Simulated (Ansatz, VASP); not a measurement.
# Two plane-wave programs on SiO2

The input INCAR:

```
SYSTEM = SiO2
  PREC = Accurate
  ENCUT = 520
  EDIFF = 1E-7
  ISMEAR = -1
  SIGMA = 0.02
  LREAL = .False.
  LASPH = .True.
  NELM = 100
  ALGO = Normal
  ISIF = 2
  LWAVE = .False.
  LCHARG = .False.
  GGA = PE
  IBRION = 2
  NSW = 80
  EDIFFG = -0.02
```

KPOINTS

```
Automatic mesh
0
Gamma
  5 5 4
  0 0 0
```

Contents of POSCAR:

```
SiO2
1.0
    4.6320000000      0.0000000000      0.0000000000
    0.0000000000      4.6320000000      0.0000000000
    0.0000000000      0.0000000000      6.2090000000
Si O
4 8
Direct
    0.3353000000      0.3353000000      0.0000000000
    0.1647000000      0.8353000000      0.2500000000
    0.6647000000      0.6647000000      0.5000000000
    0.8353000000      0.1647000000      0.7500000000
    0.2276000000      0.1768000000      0.2228000000
    0.3232000000      0.7276000000      0.4728000000
    0.7724000000      0.8232000000      0.7228000000
    0.6768000000      0.2724000000      0.9728000000
    0.7276000000      0.3232000000      0.5272000000
    0.8232000000      0.7724000000      0.2772000000
    0.2724000000      0.6768000000      0.0272000000
    0.1768000000      0.2276000000      0.7772000000
```

Input for Ansatz:

```yaml
crystal:
  lattice:
    - [4.632, 0.0, 0.0]
    - [0.0, 4.632, 0.0]
    - [0.0, 0.0, 6.209]
  atoms:
    - { symbol: Si, position: [0.3353, 0.3353, 0.0] }
    - { symbol: Si, position: [0.1647, 0.8353, 0.25] }
    - { symbol: Si, position: [0.6647, 0.6647, 0.5] }
    - { symbol: Si, position: [0.8353, 0.1647, 0.75] }
    - { symbol: O, position: [0.2276, 0.1768, 0.2228] }
    - { symbol: O, position: [0.3232, 0.7276, 0.4728] }
    - { symbol: O, position: [0.7724, 0.8232, 0.7228] }
    - { symbol: O, position: [0.6768, 0.2724, 0.9728] }
    - { symbol: O, position: [0.7276, 0.3232, 0.5272] }
    - { symbol: O, position: [0.8232, 0.7724, 0.2772] }
    - { symbol: O, position: [0.2724, 0.6768, 0.0272] }
    - { symbol: O, position: [0.1768, 0.2276, 0.7772] }
kpoints:
  mp_grid: { grid: [5, 5, 4] }
scf:
  occupations: { method: fermi_dirac, width: 0.02 }
hamiltonian:
  xc: pbe
  pseudopotentials: { kind: paw, frozen_core: stored }
output:
  forces: true
  stress: true
  populations: true
  efg: { quadrupole_moments_barn: { O: -0.02558 } }
relax:
  f_tol: 0.02
  max_steps: 60
```

Alike in both runs: task relaxation of the atoms; functional PBE; k mesh 5 × 5 × 4; occupations fermi-dirac, width 0.02 eV; no spin polarisation.

|  | VASP | Ansatz |
| --- | --- | --- |
| version | VASP 6.6.1 | Ansatz 0.2.0 |
| potentials or method | VASP PAW PBE potentials, release 64 (Si, O) | plane-wave PAW, scalar-relativistic |
| plane-wave cutoff (eV) | 520 | 420 |
| valence electrons in the cell | 64 | 64 |

```csv
,VASP,Ansatz,Ansatz less VASP
"gap on the k mesh at the Fermi level, each at its own relaxed structure (eV)",5.90,5.91,+0.009
```

Ansatz's warnings: stress scf threshold loose.
